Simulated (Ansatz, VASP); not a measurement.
# C in VASP and in Ansatz

```
CELL_PARAMETERS angstrom
2.46657 0.00000 0.00000
-1.23328 2.13611 0.00000
0.00000 0.00000 8.52674
ATOMIC_POSITIONS crystal
C 0.00000 0.00000 0.25000
C 0.00000 0.00000 0.75000
C 0.33333 0.66667 0.25000
C 0.66667 0.33333 0.75000
```

Alike in both runs: task single point; functional PBE; k mesh 15 × 15 × 4; occupations gaussian, width 0.6 eV; no spin polarisation.

|  | VASP | Ansatz |
| --- | --- | --- |
| version | VASP 6.6.1 | Ansatz 0.2.0 |
| potentials or method | VASP PAW PBE potentials, release 64 (C), cutoff 520 eV | plane waves (420 eV) with PAW, scalar-relativistic |
| valence electrons in the cell | 16 | 16 |

VASP gave:

```
pressure (GPa)                                                : 0.4
traceless stress, the component that is largest in VASP (GPa) : -0.38
```

**Question.** Estimate Ansatz's values.

**Answer.** Pressure (GPa): 0.0; traceless stress, the component that is largest in VASP (GPa): 0.03.
